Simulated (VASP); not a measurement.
# Ni (P6/mmm) in VASP: a series of runs, part 2 of 2

VASP 6.6.1. Earlier steps stand in the parts before.

## 3. Single point, r2SCAN (11.03 Å³/atom)

This run uses another cell than the first one, of 11.03 Å³/atom.

POSCAR

```
Ni
1.0
    3.9911255770      0.0000000000      0.0000000000
   -1.9955627885      3.4564161394      0.0000000000
    0.0000000000      0.0000000000      2.3979910943
Ni
3
Direct
    1.0000000000      0.0000000000      0.0000000000
    0.3333333333      0.6666666667      0.5000000000
    0.6666666667      0.3333333333      0.5000000000
```

INCAR.step1

```
PREC     = Accurate       # precision mode
ENCUT    = 520            # plane-wave cutoff, eV
ISMEAR   = -1             # smearing method
SIGMA    = 0.1            # smearing width, eV
LREAL    = False          # projectors in reciprocal space
LASPH    = True           # aspherical terms in the spheres
NELM     = 100            # most SCF steps
NBANDS   = 22             # bands
GGA      = PE             # functional
ALGO     = Normal         # electronic algorithm
EDIFF    = 1E-4           # SCF threshold, eV
LWAVE    = True           # write WAVECAR
LCHARG   = False          # write CHGCAR
```

INCAR.step2

```
PREC     = Accurate       # precision mode
ENCUT    = 520            # plane-wave cutoff, eV
EDIFF    = 1E-6           # SCF threshold, eV
ISMEAR   = -1             # smearing method
SIGMA    = 0.1            # smearing width, eV
LREAL    = False          # projectors in reciprocal space
LASPH    = True           # aspherical terms in the spheres
NELM     = 100            # most SCF steps
ALGO     = Normal         # electronic algorithm
ISIF     = 2              # what is computed and relaxed
LWAVE    = False          # write WAVECAR
LCHARG   = True           # write CHGCAR
METAGGA  = R2SCAN         # meta-GGA
LMIXTAU  = True         
LELF     = True           # ELF
LVHAR    = True         
NBANDS   = 22             # bands
ISTART   = 1
```

KPOINTS

```
regular mesh
0
Gamma
  10 10 15
```

Potentials or basis: VASP PAW PBE potentials, release 64 (Ni).

On the command line:

```sh
cat potpaw_PBE.64/Ni/POTCAR > POTCAR
cp INCAR.step1 INCAR
mpirun -np 1 vasp_std > vasp.out
cp INCAR.step2 INCAR
mpirun -np 1 vasp_std > vasp.out
```

OUTCAR:

```text
PREC = Accurate
   ENCUT = 520
   EDIFF = 1E-6
   ISMEAR = -1
   LREAL = False
   LASPH = True
   NELM = 100
   ISIF = 2
   METAGGA = R2SCAN
   ISTART = 1

 ion  position               nearest neighbor table
   1  0.000  0.000  0.000-   2 2.60   3 2.60   2 2.60   3 2.60   3 2.60   3 2.60   2 2.60   2 2.60
                             3 2.60   3 2.60   2 2.60   2 2.60
   2  0.333  0.667  0.500-   3 2.30   3 2.30   3 2.30   1 2.60   1 2.60   1 2.60   1 2.60   1 2.60
                             1 2.60
   3  0.667  0.333  0.500-   2 2.30   2 2.30   2 2.30   1 2.60   1 2.60   1 2.60   1 2.60   1 2.60
                             1 2.60

  LATTYP: Found a hexagonal cell.
 ALAT       =     3.9911255770
 C/A-ratio  =     0.6008307802

  Lattice vectors:

 A1 = (   3.9911255770,   0.0000000000,   0.0000000000)
 A2 = (  -1.9955627885,   3.4564161394,   0.0000000000)
 A3 = (   0.0000000000,   0.0000000000,   2.3979910943)

Analysis of symmetry for initial positions (statically):
=====================================================================
 Subroutine PRICEL returns:
 Original cell was already a primitive cell.

 Routine SETGRP: Setting up the symmetry group for a
 hexagonal supercell.

 Subroutine GETGRP returns: Found 24 space group operations
 (whereof 24 operations were pure point group operations)
 out of a pool of 24 trial point group operations.

The static configuration has the point symmetry D_6h.

Analysis of symmetry for dynamics (positions and initial velocities):
=====================================================================
 Subroutine PRICEL returns:
 Original cell was already a primitive cell.

 Routine SETGRP: Setting up the symmetry group for a
 hexagonal supercell.

 Subroutine GETGRP returns: Found 24 space group operations
 (whereof 24 operations were pure point group operations)
 out of a pool of 24 trial point group operations.

The dynamic configuration has the point symmetry D_6h.

 Subroutine INISYM returns: Found 24 space group operations
 (whereof 24 operations are pure point group operations),
 and found     1 'primitive' translations

----------------------------------------------------------------------------------------

                                     Primitive cell

  volume of cell :      33.0803

  direct lattice vectors                    reciprocal lattice vectors
     3.991125577  0.000000000  0.000000000     0.250555885  0.144658507  0.000000000
    -1.995562789  3.456416139  0.000000000     0.000000000  0.289317015  0.000000000
     0.000000000  0.000000000  2.397991094     0.000000000  0.000000000  0.417015727

  length of vectors
     3.991125577  3.991125577  2.397991094     0.289317015  0.289317015  0.417015727

  position of ions in fractional coordinates (direct lattice)
     0.000000000  0.000000000  0.000000000
     0.333333333  0.666666667  0.500000000
     0.666666667  0.333333333  0.500000000

  ion indices of the primitive-cell ions
   primitive index   ion index
                 1           1
                 2           2
                 3           3

----------------------------------------------------------------------------------------

 KPOINTS: regular mesh

Automatic generation of k-mesh.
 Grid dimensions read from file:
 generate k-points for:   10   10   15

 Generating k-lattice:

  Cartesian coordinates                     Fractional coordinates (reciprocal lattice)
     0.025055588  0.014465851  0.000000000     0.100000000 -0.000000000  0.000000000
     0.000000000  0.028931701  0.000000000     0.000000000  0.100000000  0.000000000
     0.000000000  0.000000000  0.027801048     0.000000000  0.000000000  0.066666667

  Length of vectors
     0.028931701  0.028931701  0.027801048

  Shift w.r.t. Gamma in fractional coordinates (k-lattice)
     0.000000000  0.000000000  0.000000000

 Subroutine IBZKPT returns following result:
 ===========================================

 Found    112 irreducible k-points:

 Following reciprocal coordinates:
            Coordinates               Weight
  0.000000  0.000000  0.000000      1.000000
  0.100000 -0.000000  0.000000      6.000000
  0.200000 -0.000000  0.000000      6.000000
  0.300000 -0.000000  0.000000      6.000000
  0.400000 -0.000000  0.000000      6.000000
  0.500000  0.000000  0.000000      3.000000
[... 16 lines left out ...]
  0.300000  0.100000  0.066667     24.000000
  0.400000  0.100000  0.066667     24.000000
 [... further k-points ...]
   k-points           NKPTS =    112   k-points in BZ     NKDIM =    112   number of bands    NBANDS=     22
   number of dos      NEDOS =    301   number of ions     NIONS =      3
   total plane-waves  NPLWV =  16200
   dimension x,y,z NGX =    30 NGY =   30 NGZ =   18
   dimension x,y,z NGXF=    60 NGYF=   60 NGZF=   36
   ions per type =               3
   NGX,Y,Z   is equivalent  to a cutoff of  12.50, 12.50, 12.48 a.u.
   NGXF,Y,Z  is equivalent  to a cutoff of  24.99, 24.99, 24.96 a.u.
 SYSTEM =  unknown system
   PREC   = accura    normal or accurate (medium, high low for compatibility)
   ISTART =      1    job   : 0-new  1-cont  2-samecut
   ICHARG =      0    charge: 1-file 2-atom 10-const
   ISPIN  =      1    spin polarized calculation?
   LNONCOLLINEAR =      F non collinear calculations
   LSORBIT =      F    spin-orbit coupling
   LASPH  =      T    aspherical Exc in radial PAW
   ENCUT  =  520.0 eV  38.22 Ry    6.18 a.u.   7.42  7.42  4.46*2*pi/ulx,y,z
   NELM   =    100;   NELMIN=  2; NELMDL=  0     # of ELM steps
   EDIFF  = 0.1E-05   stopping-criterion for ELM
   LREAL  =      F    real-space projection
   EDIFFG = 0.1E-04   stopping-criterion for IOM
   NSW    =      0    number of steps for IOM
   IBRION =     -1    ionic relax: 0-MD 1-quasi-New 2-CG
   NFREE  =      0    steps in history (QN), initial steepest desc. (CG)
   ISIF   =      2    stress and relaxation
   ISYM   =      2    0-nonsym 1-usesym 2-fastsym
   POTIM  = 0.5000    time-step for ionic-motion
   TEBEG  =    0.0;   TEEND  =   0.0 temperature during run
   PSTRESS=    0.0 pullay stress
   NELECT =      30.0000    total number of electrons
   NUPDOWN=      -1.0000    fix difference up-down
   EMIN   =  10.00;   EMAX   =-10.00  energy-range for DOS
   EFERMI =   0.00;   METHOD = LEGACY
   ISMEAR =    -1;   SIGMA  =   0.10  broadening in eV -4-tet -1-fermi 0-gaus
   EFERMI_NEDOS =   21; number of points for ismear=-14 and -15
   IALGO  =     38    algorithm
   IMIX   =      4    mixing-type and parameters
     AMIX     =   0.40;   BMIX     =  1.00
     AMIX_MAG =   1.60;   BMIX_MAG =  1.00
  volume/ion in A,a.u.               =      11.03        74.41
  Fermi-wavevector in a.u.,A,eV,Ry     =   1.584622  2.994501 34.164580  2.511026
  Thomas-Fermi vector in A             =   2.684211
   LORBIT       =      0    0 simple, 1 ext, 2 COOP (PROOUT), +10 PAW based schemes
   METAGGA = R2SCAN    functional components
   LHFCALC =     F    Hartree Fock is set to
   AEXX    =    0.0000 exact exchange contribution
   IVDW    =     0    specifies the selected vdW correction
   LEPSILON=     F    determine dielectric tensor
   LRPA    =     F    only Hartree local field effects (RPA)
 non-spin polarized calculation
  energy-cutoff  :      520.00
  volume of cell :       33.08
 maximum number of plane-waves:       927
 NGX is ok and might be reduce to    30
   NGX = 15   NGY = 15   NGZ =  9

 number of electron      29.9999984 magnetization

 Free energy of the ion-electron system (eV)
  ---------------------------------------------------
  ext. energy  EPLUGINS =         0.00000000
  ---------------------------------------------------
  free energy    TOTEN  =       -35.25386051 eV

  energy without entropy =      -35.01093989  energy(sigma->0) =      -35.13240020

 E-fermi :   8.8122     XC(G=0): -14.2436

 val. band max:        8.8119809868   @ k =   0.4000   0.2000   0.4667
 cond. band min:       8.8126172776   @ k =   0.0000   0.0000   0.0667
 fundamental gap:      0.0006362909
 Fermi energy:         8.8122033367

 k-point     1 :       0.0000    0.0000    0.0000
  band No.  band energies     occupation
      1      -0.2545      2.00000
      2       4.9527      2.00000
      3       6.0454      2.00000
      4       6.0455      2.00000
      5       6.0787      2.00000
      6       6.0787      2.00000
[... 14 lines left out ...]
     21      17.7722      0.00000
     22      17.9172      0.00000
[... 552 lines left out ...]
  band No.  band energies     occupation
      1       2.5386      2.00000
      2       3.5394      2.00000
      3       4.4282      2.00000
      4       5.9578      2.00000
      5       6.0386      2.00000
      6       6.1803      2.00000
[... 14 lines left out ...]
     21      25.1129      0.00000
     22      26.2118      0.00000

 [... further k-points ...]
[... 5 lines left out ...]
  --------------------------------------------------------------------------------------
  -------------------------------------------------------------------------------------
  Total       -1.4537382     -1.4537382     -1.4360338      0.0000000      0.0000000     -0.0000000
  in kB      -70.4089374    -70.4089374    -69.5514599      0.0000000      0.0000000     -0.0000000
  external PRESSURE =     -70.1231115 kB  Pullay stress =       0.0000000 kB

 VOLUME and BASIS-vectors are now :
 -----------------------------------------------------------------------------
  energy-cutoff  :      520.00
  volume of cell :       33.08
      direct lattice vectors                 reciprocal lattice vectors
     3.991125577  0.000000000  0.000000000     0.250555885  0.144658507  0.000000000
    -1.995562789  3.456416139  0.000000000     0.000000000  0.289317015  0.000000000
     0.000000000  0.000000000  2.397991094     0.000000000  0.000000000  0.417015727

 POSITION                                       TOTAL-FORCE (eV/Angst)
 -----------------------------------------------------------------------------------
      0.00000      0.00000      0.00000        -0.000000      0.000000      0.000000
     -0.00000      2.30428      1.19900        -0.000000      0.000000      0.000000
      1.99556      1.15214      1.19900         0.000000      0.000000      0.000000
 -----------------------------------------------------------------------------------
    total drift:                               -0.000000      0.000000      0.000000

  FREE ENERGIE OF THE ION-ELECTRON SYSTEM (eV)
  ---------------------------------------------------
  free  energy   TOTEN  =       -35.2538605134 eV

  energy  without entropy=      -35.0109398909  energy(sigma->0) =      -35.13240020
```

Run time: 4.7 min. Hardware: 1 thread of Intel Xeon Platinum 8259CL at 2.50GHz (Skylake/Cascade Lake), shared host; peak memory 0.19 GiB.

Results:

```
Free energy            : -35.2539 eV
Pressure               : -7.0 GPa
Band gap on the k mesh : zero (bands 15 and 16 overlap by 0.68 eV)
```

Caveat: the cell stands under tension; the PAW data sets were made with another functional, which shifts forces and pressure a little; the run has no spin polarisation, though such a crystal can be magnetic.
